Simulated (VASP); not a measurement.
# NbSi2 (P6_222) in VASP: relaxation of cell and atoms with PBE

Aim: the relaxation of cell and atoms of NbSi2 with PBE.

Everything below comes from runs of VASP 6.6.1. Logs are shortened: lines on timing, memory, paths and dates and some standing lists are left out, and cuts for length are marked.

### 1 The cell of the first run

It takes space group P6_222 (No. 180, hexagonal). The conventional cell has a = 4.819 Å, b = 4.819 Å, c = 6.592 Å, α = 90.00°, β = 90.00°, γ = 120.00°. Within 3.5 Å of Nb (site symmetry 222) lie 10 Si at 2.62 to 2.84 Å and 4 Nb at 3.26 Å. Within 3.4 Å of Si (site symmetry 2) lie 9 Si at 2.57 to 3.33 Å and 5 Nb at 2.62 to 2.84 Å.

### 2 Relaxation of cell and atoms, PBE

Input file INCAR:

```
SYSTEM = NbSi2
ALGO = Normal
EDIFF = 1E-7
EDIFFG = -0.01
ENCUT = 600
GGA = PE
IBRION = 2
ISIF = 3
ISMEAR = 0
LASPH = .True.
LCHARG = .False.
LREAL = .False.
LUSENCCL = .False.
LWAVE = .False.
NELM = 100
NSW = 100
PREC = Accurate
SIGMA = 0.1
```

Input file KPOINTS:

```
k-points
0
Gamma
  12 12 6
  0 0 0
```

Input file POSCAR:

```
NbSi2
1.0
    4.8190015498      0.0000000000      0.0000000000
   -2.4095007749      4.1733777630      0.0000000000
    0.0000000000      0.0000000000      6.5920000000
Nb Si
3 6
Direct
    0.5000000000      0.0000000000      0.5000000000
    0.5000000000      0.5000000000      0.8333333333
    0.0000000000      0.5000000000      0.1666666667
    0.1599000000      0.3198000000      0.5000000000
    0.8401000000      0.1599000000      0.8333333333
    0.6802000000      0.8401000000      0.1666666667
    0.8401000000      0.6802000000      0.5000000000
    0.1599000000      0.8401000000      0.8333333333
    0.3198000000      0.1599000000      0.1666666667
```

Potentials or basis: VASP PAW PBE potentials, release 64 (Nb_sv, Si).

Launch:

```sh
> cat potpaw_PBE.64/Nb_sv/POTCAR potpaw_PBE.64/Si/POTCAR > POTCAR
> mpirun -np 1 vasp_std > vasp.out
```

OUTCAR:

```text
SYSTEM = NbSi2
   EDIFF = 1E-7
   EDIFFG = -0.01
   ENCUT = 600
   GGA = PE
   IBRION = 2
   ISIF = 3
   ISMEAR = 0
   LASPH = .True.
   LREAL = .False.
   NELM = 100
   NSW = 100
   PREC = Accurate

 ion  position               nearest neighbor table
   1  0.500  0.000  0.500-   5 2.62   6 2.62   8 2.62   9 2.62   7 2.75   4 2.75   4 2.75   7 2.75
                             4 2.84   7 2.84
   2  0.500  0.500  0.833-   4 2.62   7 2.62   6 2.62   9 2.62   5 2.75   8 2.75   8 2.75   5 2.75
                             8 2.84   5 2.84
   3  0.000  0.500  0.167-   4 2.62   7 2.62   5 2.62   8 2.62   9 2.75   6 2.75   9 2.75   6 2.75
                             6 2.84   9 2.84
   4  0.160  0.320  0.500-   5 2.57   9 2.57   2 2.62   3 2.62   7 2.67   1 2.75   1 2.75   1 2.84
                             7 2.84   7 2.84
   5  0.840  0.160  0.833-   4 2.57   6 2.57   1 2.62   3 2.62   8 2.67   2 2.75   2 2.75   2 2.84
                             8 2.84   8 2.84
   6  0.680  0.840  0.167-   7 2.57   5 2.57   1 2.62   2 2.62   9 2.67   3 2.75   3 2.75   3 2.84
                             9 2.84   9 2.84
   7  0.840  0.680  0.500-   6 2.57   8 2.57   2 2.62   3 2.62   4 2.67   1 2.75   1 2.75   1 2.84
                             4 2.84   4 2.84
   8  0.160  0.840  0.833-   7 2.57   9 2.57   1 2.62   3 2.62   5 2.67   2 2.75   2 2.75   2 2.84
                             5 2.84   5 2.84
   9  0.320  0.160  0.167-   4 2.57   8 2.57   1 2.62   2 2.62   6 2.67   3 2.75   3 2.75   3 2.84
                             6 2.84   6 2.84

  LATTYP: Found a hexagonal cell.
 ALAT       =     4.8190015498
 C/A-ratio  =     1.3679182154

  Lattice vectors:

 A1 = (   4.8190015498,   0.0000000000,   0.0000000000)
 A2 = (  -2.4095007749,   4.1733777630,   0.0000000000)
 A3 = (   0.0000000000,   0.0000000000,   6.5920000000)

Analysis of symmetry for initial positions (statically):
=====================================================================
 Subroutine PRICEL returns:
 Original cell was already a primitive cell.

 Routine SETGRP: Setting up the symmetry group for a
 hexagonal supercell.

 Subroutine GETGRP returns: Found 12 space group operations
 (whereof  4 operations were pure point group operations)
 out of a pool of 24 trial point group operations.

The static configuration has the point symmetry D_2 .
 The point group associated with its full space group is D_6 .

Analysis of symmetry for dynamics (positions and initial velocities):
=====================================================================
 Subroutine PRICEL returns:
 Original cell was already a primitive cell.

 Routine SETGRP: Setting up the symmetry group for a
 hexagonal supercell.

 Subroutine GETGRP returns: Found 12 space group operations
 (whereof  4 operations were pure point group operations)
 out of a pool of 24 trial point group operations.

The dynamic configuration has the point symmetry D_2 .
 The point group associated with its full space group is D_6 .

 Subroutine INISYM returns: Found 12 space group operations
 (whereof  4 operations are pure point group operations),
 and found     1 'primitive' translations

----------------------------------------------------------------------------------------

                                     Primitive cell

  volume of cell :     132.5751

  direct lattice vectors                    reciprocal lattice vectors
     4.819001550  0.000000000  0.000000000     0.207511865  0.119807031 -0.000000000
    -2.409500775  4.173377763  0.000000000     0.000000000  0.239614062  0.000000000
     0.000000000  0.000000000  6.592000000     0.000000000 -0.000000000  0.151699029

  length of vectors
     4.819001550  4.819001550  6.592000000     0.239614062  0.239614062  0.151699029

  position of ions in fractional coordinates (direct lattice)
     0.500000000  0.000000000  0.500000000
     0.500000000  0.500000000  0.833333333
     0.000000000  0.500000000  0.166666667
     0.159900000  0.319800000  0.500000000
     0.840100000  0.159900000  0.833333333
     0.680200000  0.840100000  0.166666667
     0.840100000  0.680200000  0.500000000
     0.159900000  0.840100000  0.833333333
     0.319800000  0.159900000  0.166666667

  ion indices of the primitive-cell ions
   primitive index   ion index
                 1           1
                 2           2
                 3           3
                 4           4
                 5           5
                 6           6
                 7           7
                 8           8
                 9           9

----------------------------------------------------------------------------------------

 KPOINTS: k-points

Automatic generation of k-mesh.
 Grid dimensions read from file:
 generate k-points for:   12   12    6

 Generating k-lattice:

  Cartesian coordinates                     Fractional coordinates (reciprocal lattice)
     0.017292655  0.009983919 -0.000000000     0.083333333  0.000000000  0.000000000
     0.000000000  0.019967839  0.000000000     0.000000000  0.083333333  0.000000000
     0.000000000 -0.000000000  0.025283172     0.000000000  0.000000000  0.166666667

  Length of vectors
     0.019967839  0.019967839  0.025283172

  Shift w.r.t. Gamma in fractional coordinates (k-lattice)
     0.000000000  0.000000000  0.000000000

 Subroutine IBZKPT returns following result:
 ===========================================

 Found     76 irreducible k-points:

 Following reciprocal coordinates:
            Coordinates               Weight
  0.000000  0.000000  0.000000      1.000000
  0.083333  0.000000  0.000000      6.000000
  0.166667  0.000000  0.000000      6.000000
  0.250000  0.000000  0.000000      6.000000
  0.333333  0.000000  0.000000      6.000000
  0.416667  0.000000  0.000000      6.000000
[... 16 lines left out ...]
  0.250000  0.000000  0.166667     12.000000
  0.333333  0.000000  0.166667     12.000000
 [... further k-points ...]
   k-points           NKPTS =     76   k-points in BZ     NKDIM =     76   number of bands    NBANDS=     37
   number of dos      NEDOS =    301   number of ions     NIONS =      9
   total plane-waves  NPLWV =  86400
   dimension x,y,z NGX =    40 NGY =   40 NGZ =   54
   dimension x,y,z NGXF=    80 NGYF=   80 NGZF=  108
   ions per type =               3   6
   NGX,Y,Z   is equivalent  to a cutoff of  13.80, 13.80, 13.62 a.u.
   NGXF,Y,Z  is equivalent  to a cutoff of  27.60, 27.60, 27.24 a.u.
 SYSTEM =  NbSi2
   PREC   = accura    normal or accurate (medium, high low for compatibility)
   ISTART =      0    job   : 0-new  1-cont  2-samecut
   ICHARG =      2    charge: 1-file 2-atom 10-const
   ISPIN  =      1    spin polarized calculation?
   LNONCOLLINEAR =      F non collinear calculations
   LSORBIT =      F    spin-orbit coupling
   LASPH  =      T    aspherical Exc in radial PAW
   ENCUT  =  600.0 eV  44.10 Ry    6.64 a.u.   9.62  9.62 13.17*2*pi/ulx,y,z
   NELM   =    100;   NELMIN=  2; NELMDL= -5     # of ELM steps
   EDIFF  = 0.1E-06   stopping-criterion for ELM
   LREAL  =      F    real-space projection
   EDIFFG = -.1E-01   stopping-criterion for IOM
   NSW    =    100    number of steps for IOM
   IBRION =      2    ionic relax: 0-MD 1-quasi-New 2-CG
   NFREE  =      1    steps in history (QN), initial steepest desc. (CG)
   ISIF   =      3    stress and relaxation
   ISYM   =      2    0-nonsym 1-usesym 2-fastsym
   POTIM  = 0.5000    time-step for ionic-motion
   TEBEG  =    0.0;   TEEND  =   0.0 temperature during run
   PSTRESS=    0.0 pullay stress
   NELECT =      63.0000    total number of electrons
   NUPDOWN=      -1.0000    fix difference up-down
   EMIN   =  10.00;   EMAX   =-10.00  energy-range for DOS
   EFERMI =   0.00;   METHOD = LEGACY
   ISMEAR =     0;   SIGMA  =   0.10  broadening in eV -4-tet -1-fermi 0-gaus
   EFERMI_NEDOS =   21; number of points for ismear=-14 and -15
   IALGO  =     38    algorithm
   IMIX   =      4    mixing-type and parameters
     AMIX     =   0.40;   BMIX     =  1.00
     AMIX_MAG =   1.60;   BMIX_MAG =  1.00
  volume/ion in A,a.u.               =      14.73        99.41
  Fermi-wavevector in a.u.,A,eV,Ry     =   1.277520  2.414163 22.205487  1.632057
  Thomas-Fermi vector in A             =   2.410115
   LORBIT       =      0    0 simple, 1 ext, 2 COOP (PROOUT), +10 PAW based schemes
   GGA     = PE    functional components
   LHFCALC =     F    Hartree Fock is set to
   AEXX    =    0.0000 exact exchange contribution
   IVDW    =     0    specifies the selected vdW correction
   LEPSILON=     F    determine dielectric tensor
   LRPA    =     F    only Hartree local field effects (RPA)
 conjugate gradient relaxation of ions
 non-spin polarized calculation
 Gauss-broadening in eV      SIGMA  =   0.10
  energy-cutoff  :      600.00
  volume of cell :      132.58
 maximum number of plane-waves:      4467
 NGX is ok and might be reduce to    40
   NGX = 19   NGY = 19   NGZ = 27

--------------------------------------- Ionic step        1  -------------------------------------------

 number of electron      62.9999998 magnetization

 Free energy of the ion-electron system (eV)
  ---------------------------------------------------
  ext. energy  EPLUGINS =         0.00000000
  ---------------------------------------------------
  free energy    TOTEN  =       -68.22164273 eV

  energy without entropy =      -68.20219553  energy(sigma->0) =      -68.21191913

------------------------ aborting loop because EDIFF is reached ----------------------------------------

  FORCE on cell =-STRESS in cart. coord.  units (eV):
  Direction    XX          YY          ZZ          XY          YZ          ZX
  --------------------------------------------------------------------------------------
  -------------------------------------------------------------------------------------
  Total       -0.4756915     -0.4756915      0.9268514     -0.0000000      0.0000000      0.0000000
  in kB       -5.7487580     -5.7487580     11.2010499     -0.0000000      0.0000000      0.0000000
  external PRESSURE =      -0.0988220 kB  Pullay stress =       0.0000000 kB
[... 243 lines left out ...]
  energy  without entropy=      -68.2058457463  energy(sigma->0) =      -68.21552969

--------------------------------------- Ionic step        7  -------------------------------------------

 number of electron      62.9999998 magnetization

 Free energy of the ion-electron system (eV)
  ---------------------------------------------------
  ext. energy  EPLUGINS =         0.00000000
  ---------------------------------------------------
  free energy    TOTEN  =       -68.22532032 eV

  energy without entropy =      -68.20606934  energy(sigma->0) =      -68.21569483

 E-fermi :  11.3148     XC(G=0): -11.9580

 val. band max:       11.3091656643   @ k =   0.1667   0.0000   0.3333
 cond. band min:      11.3291658708   @ k =   0.5000   0.0000   0.0000
 fundamental gap:      0.0200002065
 Fermi energy:        11.3147826244

 k-point     1 :       0.0000    0.0000    0.0000
  band No.  band energies     occupation
      1     -43.3400      2.00000
      2     -43.3045      2.00000
      3     -43.3045      2.00000
      4     -19.5712      2.00000
      5     -19.5712      2.00000
      6     -19.5673      2.00000
[... 949 lines left out ...]
     36      13.4799      0.00000
     37      13.7397      0.00000

 [... further k-points ...]

------------------------ aborting loop because EDIFF is reached ----------------------------------------

  FORCE on cell =-STRESS in cart. coord.  units (eV):
  Direction    XX          YY          ZZ          XY          YZ          ZX
  --------------------------------------------------------------------------------------
  -------------------------------------------------------------------------------------
  Total       -0.0006378     -0.0006378      0.0021259      0.0000000     -0.0000000      0.0000000
  in kB       -0.0077137     -0.0077137      0.0257096      0.0000000     -0.0000000      0.0000000
  external PRESSURE =       0.0034274 kB  Pullay stress =       0.0000000 kB
[... 24 lines left out ...]
  FREE ENERGIE OF THE ION-ELECTRON SYSTEM (eV)
  ---------------------------------------------------
  free  energy   TOTEN  =       -68.2253203207 eV

  energy  without entropy=      -68.2060693357  energy(sigma->0) =      -68.21569483

 reached required accuracy - stopping structural energy minimisation
```

Wall time 14 min (1 × NVIDIA H100 80GB with 1 thread of AMD EPYC 7R13 (Zen 3), shared host); peak memory 1.5 GiB.

What came out:

* Free energy: -68.2253 eV
* Relaxed volume: 14.72 Å³/atom
* Relaxed cell: a = 4.810 Å, b = 4.810 Å, c = 6.612 Å, α = 90.00°, β = 90.00°, γ = 120.00°
* Space group after relaxing (to 0.1 Å): P6_222 (No. 180)
* Energy gained by relaxing: 0.4 meV/atom
* Ionic steps: 7
* Pressure after relaxing: 0.0 GPa
* Band gap on the k mesh: zero (an odd number of electrons rules out a gap without spin polarisation)

The path:
```tsv
step	energy change (eV)	largest force (eV/Å)	pressure (GPa)	volume (Å³)
1	0.0000	0.0827	-0.01	132.58
2	-0.0032	0.0120	-0.15	132.56
3	-0.0034	0.0289	-0.12	132.56
4	-0.0034	0.0301	-0.12	132.56
5	-0.0036	0.0121	0.16	132.36
6	-0.0036	0.0145	0.12	132.38
7	-0.0037	0.0009	0.00	132.48
```

Final structure:
```
Nb Si
1.0
     4.81021    0.00000    0.00000
    -2.40510    4.16576    0.00000
     0.00000    0.00000    6.61159
Nb Si
3 6
Direct
  0.50000 0.00000 0.50000
  0.50000 0.50000 0.83333
  0.00000 0.50000 0.16667
  0.15921 0.31841 0.50000
  0.84079 0.15921 0.83333
  0.68159 0.84079 0.16667
  0.84079 0.68159 0.50000
  0.15921 0.84079 0.83333
  0.31841 0.15921 0.16667
```

Levels at points of the mesh, in eV from the Fermi level:
```
           k point  band 28  band 29  band 30  band 31  band 32  band 33  band 34  band 35  band 36  band 37
(0.00, 0.00, 0.00)    -2.21    -2.14    -1.92    -1.92    -1.04     0.77     3.14     3.19     3.31     3.31
(0.50, 0.00, 0.00)    -1.90    -1.02    -0.70    -0.12     0.01     0.76     1.19     1.55     1.97     2.04
(0.00, 0.00, 0.50)    -2.06    -1.54    -1.38    -1.38     0.94     0.94     2.70     2.70     3.19     3.53
(0.50, 0.00, 0.50)    -1.83    -1.81    -1.66    -0.62    -0.26     1.40     1.78     2.28     2.36     2.43
```

Caveat: an odd number of electrons without spin polarisation forces a metal; a magnetic or distorted state may lie lower.

The gap in the log of VASP goes by the Fermi energy; the results here count the filled bands.